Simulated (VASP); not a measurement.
# Sc (I4/mmm) in VASP: a series of runs, part 2 of 2

VASP 6.6.1.

## (5) Relaxation of cell and atoms, PBEsol, collinear spin

Contents of INCAR:

```
  ALGO = Normal
  EDIFF = 1E-6
  EDIFFG = -0.01
  ENCUT = 600
  GGA = PS
  IBRION = 2
  ISIF = 3
  ISMEAR = 1
  ISPIN = 2
  LASPH = T
  LCHARG = F
  LMAXMIX = 4
  LORBIT = 11
  LREAL = F
  LWAVE = F
  MAGMOM = 1
  NELM = 150
  NSW = 80
  NUPDOWN = 1.0
  PREC = Accurate
  SIGMA = 0.025
```

Contents of KPOINTS:

```
k-points
0
Gamma
  10 10 10
```

Contents of POSCAR:

```
Sc
1.0
   -1.9172054859      1.9172054859      1.7176030000
    1.9172054859     -1.9172054859      1.7176030000
    1.9172054859      1.9172054859     -1.7176030000
Sc
1
Direct
    0.0000000000      0.0000000000      0.0000000000
```

Potentials or basis: VASP PAW PBE potentials, release 64 (Sc_sv).

On the command line:

```sh
> cat potpaw_PBE.64/Sc_sv/POTCAR > POTCAR
> mpirun -np 1 vasp_std > vasp.out
```

OUTCAR:

```text
EDIFF = 1E-6
   EDIFFG = -0.01
   ENCUT = 600
   GGA = PS
   IBRION = 2
   ISIF = 3
   ISMEAR = 1
   ISPIN = 2
   LASPH = T
   LORBIT = 11
   LREAL = F
   NELM = 150
   NSW = 80
   NUPDOWN = 1.0
   PREC = Accurate

 ion  position               nearest neighbor table
   1  0.000  0.000  0.000-

  LATTYP: Found a body centered tetragonal cell.
 ALAT       =     3.8344109718
 C/A-ratio  =     0.8958888406

  Lattice vectors:

 A1 = (  -1.9172054859,   1.9172054859,   1.7176030000)
 A2 = (   1.9172054859,  -1.9172054859,   1.7176030000)
 A3 = (   1.9172054859,   1.9172054859,  -1.7176030000)

Analysis of symmetry for initial positions (statically):
=====================================================================
 Subroutine PRICEL returns:
 Original cell was already a primitive cell.

 Routine SETGRP: Setting up the symmetry group for a
 body centered tetragonal supercell.

 Subroutine GETGRP returns: Found 16 space group operations
 (whereof 16 operations were pure point group operations)
 out of a pool of 16 trial point group operations.

The static configuration has the point symmetry D_4h.

Analysis of symmetry for dynamics (positions and initial velocities):
=====================================================================
 Subroutine PRICEL returns:
 Original cell was already a primitive cell.

 Routine SETGRP: Setting up the symmetry group for a
 body centered tetragonal supercell.

 Subroutine GETGRP returns: Found 16 space group operations
 (whereof 16 operations were pure point group operations)
 out of a pool of 16 trial point group operations.

The dynamic configuration has the point symmetry D_4h.

Analysis of structural, dynamic, and magnetic symmetry:
=====================================================================
 Subroutine PRICEL returns:
 Original cell was already a primitive cell.

 Routine SETGRP: Setting up the symmetry group for a
 body centered tetragonal supercell.

 Subroutine GETGRP returns: Found 16 space group operations
 (whereof 16 operations were pure point group operations)
 out of a pool of 16 trial point group operations.

The overall configuration has the point symmetry D_4h.

 Subroutine INISYM returns: Found 16 space group operations
 (whereof 16 operations are pure point group operations),
 and found     1 'primitive' translations

----------------------------------------------------------------------------------------

                                     Primitive cell

  volume of cell :      25.2534

  direct lattice vectors                    reciprocal lattice vectors
    -1.917205486  1.917205486  1.717603000     0.000000000  0.260796249  0.291103357
     1.917205486 -1.917205486  1.717603000     0.260796249  0.000000000  0.291103357
     1.917205486  1.917205486 -1.717603000     0.260796249  0.260796249  0.000000000

  length of vectors
     3.209597142  3.209597142  3.209597142     0.390839927  0.390839927  0.368821593

  position of ions in fractional coordinates (direct lattice)
     0.000000000  0.000000000  0.000000000

  ion indices of the primitive-cell ions
   primitive index   ion index
                 1           1

----------------------------------------------------------------------------------------

 KPOINTS: k-points
[... 61 lines left out ...]
   ICHARG =      2    charge: 1-file 2-atom 10-const
   ISPIN  =      2    spin polarized calculation?
   LNONCOLLINEAR =      F non collinear calculations
   LSORBIT =      F    spin-orbit coupling
   LASPH  =      T    aspherical Exc in radial PAW
   ENCUT  =  600.0 eV  44.10 Ry    6.64 a.u.   6.41  6.41  6.41*2*pi/ulx,y,z
   NELM   =    150;   NELMIN=  2; NELMDL= -5     # of ELM steps
   EDIFF  = 0.1E-05   stopping-criterion for ELM
   LREAL  =      F    real-space projection
   EDIFFG = -.1E-01   stopping-criterion for IOM
   NSW    =     80    number of steps for IOM
   IBRION =      2    ionic relax: 0-MD 1-quasi-New 2-CG
   NFREE  =      1    steps in history (QN), initial steepest desc. (CG)
   ISIF   =      3    stress and relaxation
   ISYM   =      2    0-nonsym 1-usesym 2-fastsym
   POTIM  = 0.5000    time-step for ionic-motion
   TEBEG  =    0.0;   TEEND  =   0.0 temperature during run
   PSTRESS=    0.0 pullay stress
   NELECT =      11.0000    total number of electrons
   NUPDOWN=       1.0000    fix difference up-down
   EMIN   =  10.00;   EMAX   =-10.00  energy-range for DOS
   EFERMI =   0.00;   METHOD = LEGACY
   ISMEAR =     1;   SIGMA  =   0.03  broadening in eV -4-tet -1-fermi 0-gaus
   EFERMI_NEDOS =   21; number of points for ismear=-14 and -15
   IALGO  =     38    algorithm
   IMIX   =      4    mixing-type and parameters
     AMIX     =   0.40;   BMIX     =  1.00
     AMIX_MAG =   1.60;   BMIX_MAG =  1.00
  volume/ion in A,a.u.               =      25.25       170.42
  Fermi-wavevector in a.u.,A,eV,Ry     =   1.240983  2.345117 20.953486  1.540038
  Thomas-Fermi vector in A             =   2.375400
   LORBIT       =     11    0 simple, 1 ext, 2 COOP (PROOUT), +10 PAW based schemes
   GGA     = PS    functional components
   LHFCALC =     F    Hartree Fock is set to
   AEXX    =    0.0000 exact exchange contribution
   IVDW    =     0    specifies the selected vdW correction
   LEPSILON=     F    determine dielectric tensor
   LRPA    =     F    only Hartree local field effects (RPA)
 conjugate gradient relaxation of ions
 spin polarized calculation
 Methfessel and Paxton  Order N= 1 SIGMA  =   0.03
  energy-cutoff  :      600.00
  volume of cell :       25.25
 maximum number of plane-waves:       867
 NGX is ok and might be reduce to    28
   NGX = 13   NGY = 13   NGZ = 13

--------------------------------------- Ionic step        1  -------------------------------------------

 number of electron      10.9999999 magnetization       1.0000000

 Free energy of the ion-electron system (eV)
  ---------------------------------------------------
  ext. energy  EPLUGINS =         0.00000000
  ---------------------------------------------------
  free energy    TOTEN  =        -6.43994999 eV

  energy without entropy =       -6.43994666  energy(sigma->0) =       -6.43994888

------------------------ aborting loop because EDIFF is reached ----------------------------------------

  FORCE on cell =-STRESS in cart. coord.  units (eV):
  Direction    XX          YY          ZZ          XY          YZ          ZX
  --------------------------------------------------------------------------------------
  -------------------------------------------------------------------------------------
  Total       -0.4215864     -0.4215864     -0.0862177      0.0000000     -0.0000000     -0.0000000
  in kB      -26.7471200    -26.7471200     -5.4699922      0.0000000     -0.0000000     -0.0000000
  external PRESSURE =     -19.6547441 kB  Pullay stress =       0.0000000 kB
[... 197 lines left out ...]
--------------------------------------- Ionic step        7  -------------------------------------------

 number of electron      11.0000000 magnetization       1.0000000

 E-fermi :   3.4317     XC(G=0): -10.0004

 val. band max:        3.7551302455   @ k =   0.5000   0.3000   0.1000
 cond. band min:       3.4401613753   @ k =  -0.3000  -0.4000   0.1000
 fundamental gap:     -0.3149688701
 Fermi energy:         3.7573250576

 spin component 1

 k-point     1 :       0.0000    0.0000    0.0000
  band No.  band energies     occupation
      1     -45.7660      1.00000
      2     -24.2619      1.00000
      3     -24.2596      1.00000
      4     -24.2596      1.00000
      5      -1.9196      1.00000
      6       4.7457      0.00000
      7       5.0400      0.00000
      8       5.0400      0.00000
      9       6.2628      0.00000
     10       6.6131      0.00000
[... 649 lines left out ...]
--------------------------------------- Ionic step        8  -------------------------------------------

 number of electron      11.0000000 magnetization       1.0000000

 Free energy of the ion-electron system (eV)
  ---------------------------------------------------
  ext. energy  EPLUGINS =         0.00000000
  ---------------------------------------------------
  free energy    TOTEN  =        -6.45093021 eV

  energy without entropy =       -6.45062930  energy(sigma->0) =       -6.45082991

 E-fermi :   3.4315     XC(G=0):  -9.9994

 val. band max:        3.7530737099   @ k =  -0.4000   0.1000  -0.0000
 cond. band min:       3.4401745081   @ k =  -0.3000  -0.4000   0.1000
 fundamental gap:     -0.3128992018
 Fermi energy:         3.7555968113

 spin component 1

 k-point     1 :       0.0000    0.0000    0.0000
  band No.  band energies     occupation
      1     -45.7671      1.00000
      2     -24.2629      1.00000
      3     -24.2616      1.00000
      4     -24.2616      1.00000
      5      -1.9209      1.00000
      6       4.7506      0.00000
      7       5.0346      0.00000
      8       5.0346      0.00000
      9       6.2683      0.00000
     10       6.6054      0.00000
[... 643 lines left out ...]
  FREE ENERGIE OF THE ION-ELECTRON SYSTEM (eV)
  ---------------------------------------------------
  free  energy   TOTEN  =        -6.4509302078 eV

  energy  without entropy=       -6.4506293021  energy(sigma->0) =       -6.45082991

 reached required accuracy - stopping structural energy minimisation

 total charge

# of ion       s       p       d       tot
------------------------------------------
    1        2.272   6.115   1.000   9.388

 magnetization (x)

# of ion       s       p       d       tot
------------------------------------------
    1        0.004   0.081   0.477   0.562
```

CONTCAR:

```text
Sc
   1.00000000000000
    -1.8529420022293781    1.8529420022293781    1.7780026572211232
     1.8529420022293781   -1.8529420022293781    1.7780026572211232
     1.8529420022293781    1.8529420022293781   -1.7780026572211232
  Sc
     1
Direct
     1.0000000000000000    1.0000000000000000    1.0000000000000000

  0.00000000E+00  0.00000000E+00  0.00000000E+00
```

It took 4.9 min on 1 thread of Oxide Virtual Turin-like, shared host; peak memory 0.19 GiB.

Results:

| Quantity | Value |
| --- | --- |
| Free energy | -6.4509 eV |
| Relaxed volume | 24.42 Å³/atom |
| Relaxed cell | a = 3.167 Å, b = 3.167 Å, c = 3.167 Å, α = 108.38°, β = 108.38°, γ = 111.69° |
| Space group after relaxing (to 0.1 Å) | I4/mmm (No. 139) |
| Energy gained by relaxing | 11.0 meV/atom |
| Ionic steps | 8 |
| Pressure after relaxing | 0.0 GPa |
| Net moment | 1.00 μB per cell |
| Site moments | Sc +0.56 μB |
| Valence electrons inside the program's atomic spheres | Sc 9.39 |

The path:
```tsv
step	energy change (eV)	largest force (eV/Å)	pressure (GPa)	volume (Å³)
1	0.0000	0.0000	-1.97	25.25
2	-0.0087	0.0000	0.47	24.14
3	-0.0087	0.0000	0.37	24.18
4	-0.0102	0.0000	0.28	24.24
5	-0.0108	0.0000	0.09	24.33
6	-0.0109	0.0000	0.14	24.36
7	-0.0110	0.0000	0.11	24.41
8	-0.0110	0.0000	0.00	24.42
```

Final structure:
```
CELL_PARAMETERS angstrom
-1.85294 1.85294 1.77800
1.85294 -1.85294 1.77800
1.85294 1.85294 -1.77800
ATOMIC_POSITIONS crystal
Sc 0.00000 0.00000 0.00000
```

Caveat: the PAW data sets were made with another functional, which shifts forces and pressure a little; the total moment is fixed, so each spin has its own Fermi level and the state may be an excited one.

## (6) Summary

```tsv
task	level	potentials or basis	spin	fixed moment (μB)	cell	k mesh	cutoff (eV)	smearing	grid for exact exchange (PRECFOCK)	share of exact exchange	gap on the mesh (eV)	pressure (GPa)
single point	PBE0	VASP PAW PBE potentials, release 64 (Sc_sv)	off	-	a = 3.210 Å, angles 106.6, 106.6, 115.3°, 1 atom	6 × 6 × 6	520	fermi-dirac 0.05 eV	Normal	0.25	none	0.2
single point	r2SCAN0	VASP PAW PBE potentials, release 64 (Sc_sv)	off	-	a = 3.210 Å, angles 106.6, 106.6, 115.3°, 1 atom	6 × 6 × 6	520	fermi-dirac 0.05 eV	Normal	0.25	none	0.7
single point	LDA	VASP PAW LDA potentials, release 64 (Sc_sv)	off	-	a = 3.210 Å, angles 106.6, 106.6, 115.3°, 1 atom	10 × 10 × 10	520	gaussian 0.025 eV	-	-	none	-5.5
relaxation of cell and atoms	PBEsol	VASP PAW PBE potentials, release 64 (Sc_sv)	collinear	1.0	relaxed from a = 3.210 Å, angles 106.6, 106.6, 115.3°, 1 atom	10 × 10 × 10	600	methfessel-paxton 0.025 eV	-	-	-	0.0
```

Caveats: some runs use coarse meshes; the PAW data sets were made with another functional, which shifts forces and pressure a little (at least some runs); the cell stands under tension (at least some runs); the total moment is fixed, so each spin has its own Fermi level and the state may be an excited one (at least some runs).

Absolute energies hang on the potentials; compare differences alone.

The gap in the log of VASP goes by the Fermi energy; the results here count the filled bands.